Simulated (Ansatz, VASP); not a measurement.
# Cu in VASP and in Ansatz

Contents of INCAR:

```
PREC = Accurate
ENCUT = 520
EDIFF = 1E-7
ISMEAR = 0
SIGMA = 0.15
LREAL = F
LASPH = T
NELM = 100
ALGO = Fast
ISIF = 2
LWAVE = F
LCHARG = F
GGA = PS
NBANDS = 18
```

File KPOINTS:

```
regular mesh
0
Gamma
  24 24 12
```

The input POSCAR:

```
Cu
1.0
    2.4864103352      0.0000000000      0.0000000000
   -1.2432051676      2.1532945145      0.0000000000
    0.0000000000      0.0000000000      4.0605354218
Cu
2
Direct
    0.3333333333      0.6666666667      0.2500000000
    0.6666666667      0.3333333333      0.7500000000
```

Input for Ansatz:

```yaml
crystal:
  lattice:
    - [2.4864103352, 0.0, 0.0]
    - [-1.2432051676, 2.1532945145, 0.0]
    - [0.0, 0.0, 4.0605354218]
  atoms:
    - { symbol: Cu, position: [0.3333333333, 0.6666666667, 0.25] }
    - { symbol: Cu, position: [0.6666666667, 0.3333333333, 0.75] }
basis:
  ecutwfc: 520.0
kpoints:
  mp_grid: { grid: [24, 24, 12] }
hamiltonian:
  xc: pbesol
  pseudopotentials: { kind: paw }
scf:
  occupations: { method: gaussian, width: 0.15 }
output:
  forces: true
  stress: true
  eigenvalues: true
```

Alike in both runs: task single point; functional PBEsol; k mesh 24 × 24 × 12; occupations gaussian, width 0.15 eV; no spin polarisation.

|  | VASP | Ansatz |
| --- | --- | --- |
| version | VASP 6.6.1 | Ansatz 0.2.0 |
| potentials or method | VASP PAW PBE potentials, release 64 (Cu), cutoff 520 eV | scalar-relativistic, plane waves, PAW |
| valence electrons in the cell | 22 | 38 |

VASP gave:

```
gap on the k mesh at the Fermi level (eV)                     : none
pressure (GPa)                                                : 8.3
traceless stress, the component that is largest in VASP (GPa) : 0.52
```

Estimate Ansatz's values.

gap on the k mesh at the Fermi level (eV): none; pressure (GPa): 7.5; traceless stress, the component that is largest in VASP (GPa): 0.55.

VASP's potentials were made for PBE, not for PBEsol. A gap of «none» marks a metal or a gap that the smearing closes. VASP's potentials hold 22 valence electrons a cell and Ansatz's 38, so a difference there can come from the potentials and not from the codes.
